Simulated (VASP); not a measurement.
Write the native input for VASP 6.6.1 that does the following.

```
Task                   : relaxation of cell and atoms
Functional             : PBE
Potentials or basis    : VASP PAW PBE potentials, release 64 (Te, Pt)
Cutoff                 : 600 eV
k mesh                 : 12 × 12 × 12
Occupations            : gaussian, width 0.1 eV
Spin                   : no spin polarisation
Dipole correction      : no
Further INCAR settings : ALGO = Fast; EDIFF = 1e-07; IBRION = 2; EDIFFG = -0.01; NSW = 100; ISIF = 3
```

The structure of TePt3 lies in POSCAR:

```
TePt3
1.0
   -2.6874342286      2.6874342286      2.6874342286
    2.6874342286     -2.6874342286      2.6874342286
    2.6874342286      2.6874342286     -2.6874342286
Te Pt
1 3
Direct
    0.0000000000      0.0000000000      0.0000000000
    0.0000000000      0.5000000000      0.5000000000
    0.5000000000      0.0000000000      0.5000000000
    0.5000000000      0.5000000000      0.0000000000
```

These files were run (other wordings do the same):

INCAR

```
PREC = Accurate ; ENCUT = 600
EDIFF = 1E-7 ; ISMEAR = 0
SIGMA = 0.1 ; LREAL = False
LASPH = True ; NELM = 60
ALGO = Fast ; ISIF = 3
LWAVE = False ; LCHARG = False
GGA = PE ; IBRION = 2
NSW = 100 ; EDIFFG = -0.01
```

KPOINTS

```
regular mesh
0
Gamma
  12 12 12
```

Potentials or basis: VASP PAW PBE potentials, release 64 (Te, Pt).

Run with:

```console
$ cat potpaw_PBE.64/Te/POTCAR potpaw_PBE.64/Pt/POTCAR > POTCAR
$ mpirun -np 1 vasp_std > vasp.out
```

It gave:

```
Relaxed volume                         : 19.22 Å³/atom
Relaxed cell                           : a = 4.640 Å, b = 4.640 Å, c = 4.640 Å, α = 109.47°, β = 109.47°, γ = 109.47°
Space group after relaxing (to 0.05 Å) : Im-3m (No. 229)
Energy gained by relaxing              : 0.9 meV/atom
Ionic steps                            : 3
Pressure after relaxing                : 0.0 GPa
Band gap on the k mesh                 : zero (band 18 reaches 9.11 eV, above the bottom of band 19 at 7.56 eV)
```

Caveat: spin-orbit coupling is left out, which moves the levels of the heavy elements.

Run time: 10 min on 1 thread of AMD EPYC 7R43 64-Core Processor (Zen 3), on a shared host, peak memory 0.32 GiB.
